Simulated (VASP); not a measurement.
# Sn (Im-3m) in VASP: a series of runs

Sn is run at these levels: r2SCAN; tasks: single point.

Everything below comes from runs of VASP 6.6.1. Logs are shortened: lines on timing, memory, paths and dates and some standing lists are left out, and cuts for length are marked.

## (1) The cell of the first run

The structure is cubic, space group Im-3m (No. 229). Conventional cell: a = 3.755 Å, b = 3.755 Å, c = 3.755 Å, α = 90.00°, β = 90.00°, γ = 90.00°. Sn (site symmetry m-3m) has 14 Sn at 3.25 to 3.76 Å within 4.3 Å.

## (2) Single point, r2SCAN

The input, POSCAR:

```
Sn
1.0
   -1.8776586900      1.8776586900      1.8776586900
    1.8776586900     -1.8776586900      1.8776586900
    1.8776586900      1.8776586900     -1.8776586900
Sn
1
Direct
    0.0000000000      0.0000000000      0.0000000000
```

The input, INCAR.step1:

```
SYSTEM = Sn
  PREC = Accurate
  ENCUT = 520
  ISMEAR = -1
  SIGMA = 0.1
  LREAL = .FALSE.
  LASPH = .TRUE.
  NELM = 100
  NBANDS = 13
  GGA = PE
  ALGO = Normal
  EDIFF = 1E-4
  LWAVE = .TRUE.
  LCHARG = .FALSE.
```

The input, INCAR.step2:

```
SYSTEM = Sn
  PREC = Accurate
  ENCUT = 520
  EDIFF = 1E-6
  ISMEAR = -1
  SIGMA = 0.1
  LREAL = .FALSE.
  LASPH = .TRUE.
  NELM = 100
  ALGO = Normal
  ISIF = 2
  LWAVE = .FALSE.
  LCHARG = .FALSE.
  METAGGA = R2SCAN
  LMIXTAU = .TRUE.
  NBANDS = 13
  ISTART = 1
```

The input, KPOINTS:

```
Automatic mesh
0
G
  12 12 12
  0 0 0
```

Potentials or basis: VASP PAW PBE potentials, release 64 (Sn_d).

The run is started by

```console
$ cat potpaw_PBE.64/Sn_d/POTCAR > POTCAR
$ cp INCAR.step1 INCAR
$ mpirun -np 1 vasp_std > vasp.out
$ cp INCAR.step2 INCAR
$ mpirun -np 1 vasp_std > vasp.out
```

OUTCAR:

```text
SYSTEM = Sn
   PREC = Accurate
   ENCUT = 520
   EDIFF = 1E-6
   ISMEAR = -1
   LREAL = .FALSE.
   LASPH = .TRUE.
   NELM = 100
   ISIF = 2
   METAGGA = R2SCAN
   ISTART = 1

 ion  position               nearest neighbor table
   1  0.000  0.000  0.000-

  LATTYP: Found a body centered cubic cell.
 ALAT       =     3.7553173800

  Lattice vectors:

 A1 = (  -1.8776586900,   1.8776586900,   1.8776586900)
 A2 = (   1.8776586900,  -1.8776586900,   1.8776586900)
 A3 = (   1.8776586900,   1.8776586900,  -1.8776586900)

Analysis of symmetry for initial positions (statically):
=====================================================================
 Subroutine PRICEL returns:
 Original cell was already a primitive cell.

 Routine SETGRP: Setting up the symmetry group for a
 body centered cubic supercell.

 Subroutine GETGRP returns: Found 48 space group operations
 (whereof 48 operations were pure point group operations)
 out of a pool of 48 trial point group operations.

The static configuration has the point symmetry O_h .

Analysis of symmetry for dynamics (positions and initial velocities):
=====================================================================
 Subroutine PRICEL returns:
 Original cell was already a primitive cell.

 Routine SETGRP: Setting up the symmetry group for a
 body centered cubic supercell.

 Subroutine GETGRP returns: Found 48 space group operations
 (whereof 48 operations were pure point group operations)
 out of a pool of 48 trial point group operations.

The dynamic configuration has the point symmetry O_h .

 Subroutine INISYM returns: Found 48 space group operations
 (whereof 48 operations are pure point group operations),
 and found     1 'primitive' translations

----------------------------------------------------------------------------------------

                                     Primitive cell

  volume of cell :      26.4795

  direct lattice vectors                    reciprocal lattice vectors
    -1.877658690  1.877658690  1.877658690     0.000000000  0.266289077  0.266289077
     1.877658690 -1.877658690  1.877658690     0.266289077  0.000000000  0.266289077
     1.877658690  1.877658690 -1.877658690     0.266289077  0.266289077  0.000000000

  length of vectors
     3.252200250  3.252200250  3.252200250     0.376589625  0.376589625  0.376589625

  position of ions in fractional coordinates (direct lattice)
     0.000000000  0.000000000  0.000000000

  ion indices of the primitive-cell ions
   primitive index   ion index
                 1           1

----------------------------------------------------------------------------------------

 KPOINTS: Automatic mesh

Automatic generation of k-mesh.
 Grid dimensions read from file:
 generate k-points for:   12   12   12

 Generating k-lattice:

  Cartesian coordinates                     Fractional coordinates (reciprocal lattice)
     0.000000000  0.022190756  0.022190756     0.083333333  0.000000000  0.000000000
     0.022190756  0.000000000  0.022190756     0.000000000  0.083333333  0.000000000
     0.022190756  0.022190756  0.000000000     0.000000000  0.000000000  0.083333333

  Length of vectors
     0.031382469  0.031382469  0.031382469

  Shift w.r.t. Gamma in fractional coordinates (k-lattice)
     0.000000000  0.000000000  0.000000000

 Subroutine IBZKPT returns following result:
 ===========================================

 Found     72 irreducible k-points:

 Following reciprocal coordinates:
            Coordinates               Weight
  0.000000  0.000000  0.000000      1.000000
  0.083333  0.000000  0.000000     12.000000
  0.166667  0.000000  0.000000     12.000000
  0.250000  0.000000  0.000000     12.000000
  0.333333  0.000000  0.000000     12.000000
  0.416667  0.000000  0.000000     12.000000
[... 16 lines left out ...]
  0.333333  0.083333  0.083333     24.000000
  0.416667  0.083333  0.083333     12.000000
 [... further k-points ...]
   k-points           NKPTS =     72   k-points in BZ     NKDIM =     72   number of bands    NBANDS=     13
   number of dos      NEDOS =    301   number of ions     NIONS =      1
   total plane-waves  NPLWV =  13824
   dimension x,y,z NGX =    24 NGY =   24 NGZ =   24
   dimension x,y,z NGXF=    48 NGYF=   48 NGZF=   48
   ions per type =               1
   NGX,Y,Z   is equivalent  to a cutoff of  12.27, 12.27, 12.27 a.u.
   NGXF,Y,Z  is equivalent  to a cutoff of  24.54, 24.54, 24.54 a.u.
 SYSTEM =  Sn
   PREC   = accura    normal or accurate (medium, high low for compatibility)
   ISTART =      1    job   : 0-new  1-cont  2-samecut
   ICHARG =      0    charge: 1-file 2-atom 10-const
   ISPIN  =      1    spin polarized calculation?
   LNONCOLLINEAR =      F non collinear calculations
   LSORBIT =      F    spin-orbit coupling
   LASPH  =      T    aspherical Exc in radial PAW
   ENCUT  =  520.0 eV  38.22 Ry    6.18 a.u.   6.05  6.05  6.05*2*pi/ulx,y,z
   NELM   =    100;   NELMIN=  2; NELMDL=  0     # of ELM steps
   EDIFF  = 0.1E-05   stopping-criterion for ELM
   LREAL  =      F    real-space projection
   EDIFFG = 0.1E-04   stopping-criterion for IOM
   NSW    =      0    number of steps for IOM
   IBRION =     -1    ionic relax: 0-MD 1-quasi-New 2-CG
   NFREE  =      0    steps in history (QN), initial steepest desc. (CG)
   ISIF   =      2    stress and relaxation
   ISYM   =      2    0-nonsym 1-usesym 2-fastsym
   POTIM  = 0.5000    time-step for ionic-motion
   TEBEG  =    0.0;   TEEND  =   0.0 temperature during run
   PSTRESS=    0.0 pullay stress
   NELECT =      14.0000    total number of electrons
   NUPDOWN=      -1.0000    fix difference up-down
   EMIN   =  10.00;   EMAX   =-10.00  energy-range for DOS
   EFERMI =   0.00;   METHOD = LEGACY
   ISMEAR =    -1;   SIGMA  =   0.10  broadening in eV -4-tet -1-fermi 0-gaus
   EFERMI_NEDOS =   21; number of points for ismear=-14 and -15
   IALGO  =     38    algorithm
   IMIX   =      4    mixing-type and parameters
     AMIX     =   0.40;   BMIX     =  1.00
     AMIX_MAG =   1.60;   BMIX_MAG =  1.00
  volume/ion in A,a.u.               =      26.48       178.69
  Fermi-wavevector in a.u.,A,eV,Ry     =   1.323775  2.501572 23.842583  1.752380
  Thomas-Fermi vector in A             =   2.453358
   LORBIT       =      0    0 simple, 1 ext, 2 COOP (PROOUT), +10 PAW based schemes
   METAGGA = R2SCAN    functional components
   LHFCALC =     F    Hartree Fock is set to
   AEXX    =    0.0000 exact exchange contribution
   IVDW    =     0    specifies the selected vdW correction
   LEPSILON=     F    determine dielectric tensor
   LRPA    =     F    only Hartree local field effects (RPA)
 non-spin polarized calculation
  energy-cutoff  :      520.00
  volume of cell :       26.48
 maximum number of plane-waves:       736
   NGX = 13   NGY = 13   NGZ = 13

 number of electron      13.9999990 magnetization

 Free energy of the ion-electron system (eV)
  ---------------------------------------------------
  ext. energy  EPLUGINS =         0.00000000
  ---------------------------------------------------
  free energy    TOTEN  =       -24.51116536 eV

  energy without entropy =      -24.49514638  energy(sigma->0) =      -24.50315587

 E-fermi :   8.4010     XC(G=0): -11.4060

 val. band max:        8.3106222639   @ k =   0.2500   0.1667   0.1667
 cond. band min:       8.4226593430   @ k =  -0.4167   0.4167   0.4167
 fundamental gap:      0.1120370791
 Fermi energy:         8.4010133756

 k-point     1 :       0.0000    0.0000    0.0000
  band No.  band energies     occupation
      1     -13.9361      2.00000
      2     -13.9360      2.00000
      3     -13.9360      2.00000
      4     -13.7710      2.00000
      5     -13.7710      2.00000
      6      -3.5003      2.00000
      7      17.0511      0.00000
      8      17.0511      0.00000
      9      17.0511      0.00000
     10      21.3124      0.00000
     11      21.3124      0.00000
     12      21.3124      0.00000
     13      21.7782      0.00000

 k-point     2 :       0.0833    0.0000    0.0000
  band No.  band energies     occupation
      1     -13.9397      2.00000
      2     -13.9309      2.00000
      3     -13.9190      2.00000
      4     -13.7752      2.00000
      5     -13.7716      2.00000
      6      -3.3365      2.00000
      7      15.6649      0.00000
      8      16.3796      0.00000
      9      16.8340      0.00000
     10      19.9142      0.00000
     11      20.1306      0.00000
     12      21.0299      0.00000
     13      22.6084      0.00000

 k-point     3 :       0.1667    0.0000    0.0000
  band No.  band energies     occupation
      1     -13.9497      2.00000
      2     -13.9186      2.00000
      3     -13.8720      2.00000
      4     -13.7850      2.00000
      5     -13.7732      2.00000
      6      -2.8438      2.00000
      7      12.9184      0.00000
      8      15.1196      0.00000
      9      16.2404      0.00000
     10      18.8357      0.00000
     11      19.0131      0.00000
     12      21.0308      0.00000
     13      23.1123      0.00000
[... 305 lines left out ...]
 k-point    23 :       0.3333    0.0833    0.0833
  band No.  band energies     occupation
      1     -13.9729      2.00000
      2     -13.9049      2.00000
      3     -13.7846      2.00000
      4     -13.7788      2.00000
      5     -13.7128      2.00000
      6       0.8488      2.00000
      7       5.2695      2.00000
      8      10.5488      0.00000
      9      12.0987      0.00000
     10      19.6780      0.00000
     11      20.0103      0.00000
     12      24.2357      0.00000
     13      25.3655      0.00000

 k-point    24 :       0.4167    0.0833    0.0833
  band No.  band energies     occupation
      1     -13.9758      2.00000
      2     -13.9040      2.00000
      3     -13.7807      2.00000
      4     -13.7789      2.00000
      5     -13.7025      2.00000
      6       1.9280      2.00000
      7       3.8937      2.00000
      8      10.3432      0.00000
      9      11.9522      0.00000
     10      19.5704      0.00000
     11      19.9010      0.00000
     12      24.9894      0.00000
     13      25.8122      0.00000

 [... further k-points ...]
[... 5 lines left out ...]
  --------------------------------------------------------------------------------------
  -------------------------------------------------------------------------------------
  Total        0.1269137      0.1269137      0.1269137     -0.0000000     -0.0000000      0.0000000
  in kB        7.6790796      7.6790796      7.6790796     -0.0000000     -0.0000000      0.0000000
  external PRESSURE =       7.6790796 kB  Pullay stress =       0.0000000 kB

 VOLUME and BASIS-vectors are now :
 -----------------------------------------------------------------------------
  energy-cutoff  :      520.00
  volume of cell :       26.48
      direct lattice vectors                 reciprocal lattice vectors
    -1.877658690  1.877658690  1.877658690     0.000000000  0.266289077  0.266289077
     1.877658690 -1.877658690  1.877658690     0.266289077  0.000000000  0.266289077
     1.877658690  1.877658690 -1.877658690     0.266289077  0.266289077  0.000000000

 POSITION                                       TOTAL-FORCE (eV/Angst)
 -----------------------------------------------------------------------------------
      0.00000      0.00000      0.00000        -0.000000      0.000000     -0.000000
 -----------------------------------------------------------------------------------
    total drift:                               -0.000000      0.000000     -0.000000

  FREE ENERGIE OF THE ION-ELECTRON SYSTEM (eV)
  ---------------------------------------------------
  free  energy   TOTEN  =       -24.5111653560 eV

  energy  without entropy=      -24.4951463813  energy(sigma->0) =      -24.50315587
```

Run time: 91 s. Hardware: 1 thread of Intel Xeon Platinum 8259CL at 2.50GHz (Skylake/Cascade Lake), shared host; peak memory 0.15 GiB.

What came out:

```
Free energy            : -24.5112 eV
Pressure               : 0.8 GPa
Band gap on the k mesh : zero (band 7 reaches 17.05 eV, above the bottom of band 8 at 5.65 eV)
```

Caveat: the PAW data sets were made with another functional, which shifts forces and pressure a little; spin-orbit coupling is left out, which moves the levels of the heavy elements.

(Continued in part 2 of 2.)
